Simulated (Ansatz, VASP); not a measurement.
# Two plane-wave programs on Ta2Bi2O

INCAR

```
  PREC = Accurate
  ENCUT = 520
  EDIFF = 1E-6
  ISMEAR = 0
  SIGMA = 0.1
  LREAL = F
  LASPH = T
  NELM = 150
  ALGO = Normal
  ISIF = 2
  LWAVE = F
  LCHARG = F
  ISPIN = 2
  MAGMOM = 1 1 0 0 0
  LORBIT = 11
  LMAXMIX = 4
  GGA = PE
  NBANDS = 41
```

File KPOINTS:

```
regular mesh
0
Gamma
  4 4 4
```

File POSCAR:

```
Ta2Bi2O
1.0
    4.3295908900      0.0000000000      0.0000000000
    0.0000000000      4.3295908900      0.0000000000
    0.0000000000      0.0000000000      6.3325128000
Ta Bi O
2 2 1
Direct
    0.5000000000      0.5000000000      0.5000000000
    0.0000000000      0.0000000000      0.5000000000
    0.0000000000      0.5000000000      0.0000000000
    0.5000000000      0.0000000000      0.0000000000
    0.0000000000      0.0000000000      0.0000000000
```

Input for Ansatz:

```yaml
crystal:
  lattice:
    - [4.32959089, 0.0, 0.0]
    - [0.0, 4.32959089, 0.0]
    - [0.0, 0.0, 6.3325128]
  atoms:
    - { symbol: Ta, position: [0.5, 0.5, 0.5], spin: 1.0 }
    - { symbol: Ta, position: [0.0, 0.0, 0.5], spin: 1.0 }
    - { symbol: Bi, position: [0.0, 0.5, 0.0] }
    - { symbol: Bi, position: [0.5, 0.0, 0.0] }
    - { symbol: O, position: [0.0, 0.0, 0.0] }
basis:
  ecutwfc: 420
kpoints:
  mp_grid: { grid: [4, 4, 4] }
hamiltonian:
  xc: pbe
scf:
  occupations: { method: gaussian, width: 0.1 }
  lower_state_search: "off"
output:
  forces: true
  stress: true
  eigenvalues: true
  populations: true
magnetization:
  spin_polarized: true
```

Alike in both runs: task single point; functional PBE; k mesh 4 × 4 × 4; occupations gaussian, width 0.1 eV; collinear spin.

```csv
,VASP,Ansatz
version,VASP 6.6.1,Ansatz 0.2.0
potentials or method,"VASP PAW PBE potentials, release 64 (Ta_pv, Bi_d, O), cutoff 520 eV","scalar-relativistic, plane waves, PAW"
valence electrons in the cell,58,62
```

Ansatz gave:

```
gap on the k mesh at the Fermi level (eV)                     : none
pressure (GPa)                                                : 3.7
traceless stress, the component that is largest in VASP (GPa) : -17.95
net moment per atom (μB)                                      : 0.15
size of the moment on the site where the two differ most (μB) : 0.13
```

Problem. What did VASP give for the same quantities?

Solution. gap on the k mesh at the Fermi level (eV): none; pressure (GPa): 3.7; traceless stress, the component that is largest in VASP (GPa): -18.00; net moment per atom (μB): 0.16; size of the moment on the site where the two differ most (μB): 0.12.

Site moments also hang on the region over which each program counts them. A gap of «none» marks a metal or a gap that the smearing closes. With one functional, cell and mesh, what is left measures potentials, basis and numerics. VASP's potentials hold 58 valence electrons a cell and Ansatz's 62, so a difference there can come from the potentials and not from the codes.

The k mesh is coarse, so the values compare programs but aren't converged. Spin-orbit coupling is off throughout.
